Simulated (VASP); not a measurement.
CdTe:

```xyz
2
Lattice="3.6968 0.0000 0.0000 0.0000 3.6968 0.0000 0.0000 0.0000 3.6968" Properties=species:S:1:pos:R:3 pbc="T T T"
Cd    0.0000    0.0000    0.0000
Te    1.8484    1.8484    1.8484
```

```yaml
Program: VASP 6.6.1
Task: relaxation of cell and atoms
Functional: r2SCAN
Dispersion: rVV10
Potentials_or_basis: VASP PAW PBE potentials, release 64 (Cd, Te)
Cutoff: 550 eV
k_mesh: 6 × 6 × 6
Occupations: fermi-dirac, width 0.03 eV
Spin: no spin polarisation
```

At the start: pressure 2.3 GPa; volume 25.26 Å³/atom.

Task: Where does the relaxation end?

Result: Over 3 steps the energy falls by 6.5 meV/atom and the volume is 26.23 Å³/atom (+3.8 %); space group Pm-3m (No. 221, to 0.05 Å).

The path:
```tsv
step	energy change (eV)	largest force (eV/Å)	pressure (GPa)	volume (Å³)
1	0.0000	0.0000	2.25	50.52
2	-0.0115	0.0000	-0.70	53.16
3	-0.0131	0.0000	0.00	52.45
```

Final structure:
```
Cd Te
1.0
     3.74335    0.00000    0.00000
     0.00000    3.74335    0.00000
     0.00000    0.00000    3.74335
Cd Te
1 1
Direct
  0.00000 0.00000 0.00000
  0.50000 0.50000 0.50000
```

Caveat: the PAW data sets were made with another functional, which shifts forces and pressure a little.
